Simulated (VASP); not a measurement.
# SiNi3 (P4/mmm) in VASP: single point with PBE

Aim: the single point of SiNi3 with PBE.

Everything below comes from runs of VASP 6.6.1. Logs are shortened: lines on timing, memory, paths and dates and some standing lists are left out, and cuts for length are marked.

## 1. The cell of the first run

The structure is tetragonal, space group P4/mmm (No. 123). Conventional cell: a = 3.578 Å, b = 3.578 Å, c = 3.471 Å, α = 90.00°, β = 90.00°, γ = 90.00°. Within 3.3 Å of Si (site symmetry 4/mmm) lie 12 Ni at 2.49 to 2.53 Å. Ni (site symmetry mmm) has 4 Si at 2.49 Å and 8 Ni at 2.49 to 2.53 Å within 3.3 Å. Within 3.3 Å of Ni (site symmetry 4/mmm) lie 8 Ni at 2.49 Å and 4 Si at 2.53 Å.

## 2. Single point, PBE, collinear spin, ferromagnetic start (stretched by -2 % along [0.0, 0.0, 1.0] at fixed volume)

Contents of INCAR:

```
SYSTEM = SiNi3
ALGO = Normal
EDIFF = 1E-6
ENCUT = 520
GGA = PE
ISIF = 2
ISMEAR = -1
ISPIN = 2
LASPH = .True.
LCHARG = .False.
LMAXMIX = 4
LORBIT = 11
LREAL = .False.
LWAVE = .False.
MAGMOM = 0 1.5 1.5 1.5
NBANDS = 29
NELM = 150
PREC = Accurate
SIGMA = 0.1
```

Contents of KPOINTS:

```
k-points
0
Gamma
  7 7 7
  0 0 0
```

Contents of POSCAR:

```
SiNi3
1.0
    3.5779603130      0.0000000000      0.0000000000
    0.0000000000      3.5779603130      0.0000000000
    0.0000000000      0.0000000000      3.4711600000
Si Ni
1 3
Direct
    0.0000000000      0.0000000000      0.0000000000
    0.0000000000      0.5000000000      0.5000000000
    0.5000000000      0.0000000000      0.5000000000
    0.5000000000      0.5000000000      0.0000000000
```

Potentials or basis: VASP PAW PBE potentials, release 64 (Si, Ni).

Started as:

```console
$ cat potpaw_PBE.64/Si/POTCAR potpaw_PBE.64/Ni/POTCAR > POTCAR
$ mpirun -np 1 vasp_std > vasp.out
```

OUTCAR:

```text
SYSTEM = SiNi3
   EDIFF = 1E-6
   ENCUT = 520
   GGA = PE
   ISIF = 2
   ISMEAR = -1
   ISPIN = 2
   LASPH = .True.
   LORBIT = 11
   LREAL = .False.
   NELM = 150
   PREC = Accurate

 ion  position               nearest neighbor table
   1  0.000  0.000  0.000-   2 2.49   3 2.49   2 2.49   3 2.49   2 2.49   2 2.49   3 2.49   3 2.49
                             4 2.53   4 2.53   4 2.53   4 2.53
   2  0.000  0.500  0.500-   1 2.49   4 2.49   1 2.49   4 2.49   1 2.49   1 2.49   4 2.49   4 2.49
                             3 2.53   3 2.53   3 2.53   3 2.53
   3  0.500  0.000  0.500-   1 2.49   4 2.49   1 2.49   4 2.49   4 2.49   4 2.49   1 2.49   1 2.49
                             2 2.53   2 2.53   2 2.53   2 2.53
   4  0.500  0.500  0.000-   2 2.49   3 2.49   2 2.49   3 2.49   3 2.49   3 2.49   2 2.49   2 2.49
                             1 2.53   1 2.53   1 2.53   1 2.53

  LATTYP: Found a simple tetragonal cell.
 ALAT       =     3.5779603130
 C/A-ratio  =     0.9701505037

  Lattice vectors:

 A1 = (   3.5779603130,   0.0000000000,   0.0000000000)
 A2 = (   0.0000000000,   3.5779603130,   0.0000000000)
 A3 = (   0.0000000000,   0.0000000000,   3.4711600000)

Analysis of symmetry for initial positions (statically):
=====================================================================
 Subroutine PRICEL returns:
 Original cell was already a primitive cell.

 Routine SETGRP: Setting up the symmetry group for a
 simple tetragonal supercell.

 Subroutine GETGRP returns: Found 16 space group operations
 (whereof 16 operations were pure point group operations)
 out of a pool of 16 trial point group operations.

The static configuration has the point symmetry D_4h.

Analysis of symmetry for dynamics (positions and initial velocities):
=====================================================================
 Subroutine PRICEL returns:
 Original cell was already a primitive cell.

 Routine SETGRP: Setting up the symmetry group for a
 simple tetragonal supercell.

 Subroutine GETGRP returns: Found 16 space group operations
 (whereof 16 operations were pure point group operations)
 out of a pool of 16 trial point group operations.

The dynamic configuration has the point symmetry D_4h.

Analysis of structural, dynamic, and magnetic symmetry:
=====================================================================
 Subroutine PRICEL returns:
 Original cell was already a primitive cell.

[... 133 lines left out ...]
  Fermi-wavevector in a.u.,A,eV,Ry     =   1.497336  2.829555 30.504464  2.242015
  Thomas-Fermi vector in A             =   2.609237
   LORBIT       =     11    0 simple, 1 ext, 2 COOP (PROOUT), +10 PAW based schemes
   GGA     = PE    functional components
   LHFCALC =     F    Hartree Fock is set to
   AEXX    =    0.0000 exact exchange contribution
   IVDW    =     0    specifies the selected vdW correction
   LEPSILON=     F    determine dielectric tensor
   LRPA    =     F    only Hartree local field effects (RPA)
 spin polarized calculation
  energy-cutoff  :      520.00
  volume of cell :       44.44
 maximum number of plane-waves:      1221
 NGX is ok and might be reduce to    28
   NGX = 13   NGY = 13   NGZ = 13

 number of electron      34.0000010 magnetization      -0.0093583

 number of electron      34.0000010 magnetization       0.0004118

 Free energy of the ion-electron system (eV)
  ---------------------------------------------------
  ext. energy  EPLUGINS =         0.00000000
  ---------------------------------------------------
  free energy    TOTEN  =       -23.67905863 eV

  energy without entropy =      -23.61116137  energy(sigma->0) =      -23.64511000

 E-fermi :  10.2616     XC(G=0): -12.9309

 val. band max:       10.1500059073   @ k =   0.1429   0.1429   0.0000
 cond. band min:      10.2686779979   @ k =   0.0000   0.0000   0.0000
 fundamental gap:      0.1186720906
 Fermi energy:        10.2616210820

 spin component 1

 k-point     1 :       0.0000    0.0000    0.0000
  band No.  band energies     occupation
      1      -1.4825      1.00000
      2       5.5182      1.00000
      3       6.3170      1.00000
      4       6.3498      1.00000
      5       6.8043      1.00000
      6       6.8445      1.00000
[... 757 lines left out ...]
     28      23.4002      0.00000
     29      24.5563      0.00000

 [... further k-points ...]

 spin component 2

 k-point     1 :       0.0000    0.0000    0.0000
  band No.  band energies     occupation
      1      -1.4826      1.00000
      2       5.5183      1.00000
      3       6.3172      1.00000
      4       6.3499      1.00000
      5       6.8044      1.00000
      6       6.8447      1.00000
[... 757 lines left out ...]
     28      23.4002      0.00000
     29      24.5563      0.00000

 [... further k-points ...]
[... 5 lines left out ...]
  --------------------------------------------------------------------------------------
  -------------------------------------------------------------------------------------
  Total       -1.9852469     -1.9852469     -0.8284385      0.0000000     -0.0000000      0.0000000
  in kB      -71.5779801    -71.5779801    -29.8693093      0.0000000     -0.0000000      0.0000000
  external PRESSURE =     -57.6750898 kB  Pullay stress =       0.0000000 kB

 VOLUME and BASIS-vectors are now :
 -----------------------------------------------------------------------------
  energy-cutoff  :      520.00
  volume of cell :       44.44
      direct lattice vectors                 reciprocal lattice vectors
     3.577960313  0.000000000  0.000000000     0.279488846  0.000000000  0.000000000
     0.000000000  3.577960313  0.000000000     0.000000000  0.279488846  0.000000000
     0.000000000  0.000000000  3.471160000     0.000000000  0.000000000  0.288088132

 POSITION                                       TOTAL-FORCE (eV/Angst)
 -----------------------------------------------------------------------------------
      0.00000      0.00000      0.00000         0.000000      0.000000      0.000000
      0.00000      1.78898      1.73558         0.000000      0.000000      0.000000
      1.78898      0.00000      1.73558         0.000000      0.000000      0.000000
      1.78898      1.78898      0.00000         0.000000      0.000000      0.000000
 -----------------------------------------------------------------------------------
    total drift:                                0.000000      0.000000      0.000000

  FREE ENERGIE OF THE ION-ELECTRON SYSTEM (eV)
  ---------------------------------------------------
  free  energy   TOTEN  =       -23.6790586343 eV

  energy  without entropy=      -23.6111613663  energy(sigma->0) =      -23.64511000

 total charge

# of ion       s       p       d       tot
------------------------------------------
    1        0.730   0.805   0.000   1.535
    2        0.472   0.541   8.395   9.408
    3        0.472   0.541   8.395   9.408
    4        0.469   0.536   8.391   9.396
--------------------------------------------------
tot          2.143   2.422  25.182  29.746

 magnetization (x)

# of ion       s       p       d       tot
------------------------------------------
    1       -0.000  -0.000   0.000  -0.000
    2       -0.000  -0.000   0.000   0.000
    3       -0.000  -0.000   0.000   0.000
    4        0.000  -0.000   0.000   0.000
--------------------------------------------------
tot         -0.000  -0.000   0.000   0.000
```

Wall time 60 s (1 thread of Intel Xeon 6975P-C (Granite Rapids), shared host); peak memory 0.21 GiB.

What came out:

| Item | Value |
| --- | --- |
| Free energy | -23.6791 eV |
| Pressure | -5.8 GPa |
| Band gap on the k mesh | zero (filled and empty bands overlap) |
| Net moment | 0.00 μB per cell |
| Valence electrons inside the program's atomic spheres | Si 1.53; Ni 9.41, 9.40 |

Caveat: the starting moments collapsed, and a magnetic state may lie lower.
